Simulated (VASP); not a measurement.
Write the native input for VASP 6.6.1 that does the following.

```
Task                   : single point
Functional             : r2SCAN
Dispersion             : rVV10
Potentials or basis    : VASP PAW PBE potentials, release 64 (Ba_sv)
Cutoff                 : 550 eV
k mesh                 : 7 × 7 × 7
Occupations            : tetrahedron
Spin                   : no spin polarisation
Dipole correction      : no
Further INCAR settings : ALGO = Normal; EDIFF = 1e-06; NBANDS = 11
```

The system is Ba.

```
Ba
1.0
     0.00000    3.23267    3.23267
     3.23267    0.00000    3.23267
     3.23267    3.23267    0.00000
Ba
1
Direct
  0.00000 0.00000 0.00000
```

This isn't the form of Ba at room conditions, which is bcc.

These files were run (other wordings do the same):

POSCAR

```
Ba
1.0
    0.0000000000      3.2326650050      3.2326650050
    3.2326650050      0.0000000000      3.2326650050
    3.2326650050      3.2326650050      0.0000000000
Ba
1
Direct
    0.0000000000      0.0000000000      0.0000000000
```

INCAR.step1

```
SYSTEM = Ba
PREC = Accurate ; ENCUT = 550
ISMEAR = -5 ; SIGMA = 0.05
LREAL = .FALSE. ; LASPH = .TRUE.
NELM = 120 ; NBANDS = 11
GGA = PE ; ALGO = Normal
EDIFF = 1E-5 ; LWAVE = .TRUE.
LCHARG = .FALSE. ; GGA_COMPAT = .FALSE.
```

INCAR.step2

```
SYSTEM = Ba
PREC = Accurate ; ENCUT = 550
EDIFF = 1E-6 ; ISMEAR = -5
SIGMA = 0.05 ; LREAL = .FALSE.
LASPH = .TRUE. ; NELM = 120
ALGO = Normal ; ISIF = 2
LWAVE = .FALSE. ; LCHARG = .FALSE.
METAGGA = R2SCAN ; LMIXTAU = .TRUE.
LUSE_VDW = .TRUE. ; IVDW_NL = 2
BPARAM = 11.95 ; CPARAM = 0.0093
NBANDS = 11 ; ISTART = 1
GGA_COMPAT = .FALSE.
```

KPOINTS

```
regular mesh
0
G
  7 7 7
  0 0 0
```

Potentials or basis: VASP PAW PBE potentials, release 64 (Ba_sv).

Command:

```console
$ cat potpaw_PBE.64/Ba_sv/POTCAR > POTCAR
$ cp INCAR.step1 INCAR
$ mpirun -np 1 vasp_std > vasp.out
$ cp INCAR.step2 INCAR
$ mpirun -np 1 vasp_std > vasp.out
```

It gave:

| Property | Result |
| --- | --- |
| Pressure | -0.2 GPa |

Caveat: the PAW data sets were made with another functional, which shifts forces and pressure a little; tetrahedron occupations give inexact forces and stress in metals.

Run time: 76 s on 1 thread of AMD EPYC 9R45 96-Core Processor (Zen 5) (shared host), peak memory 0.36 GiB.
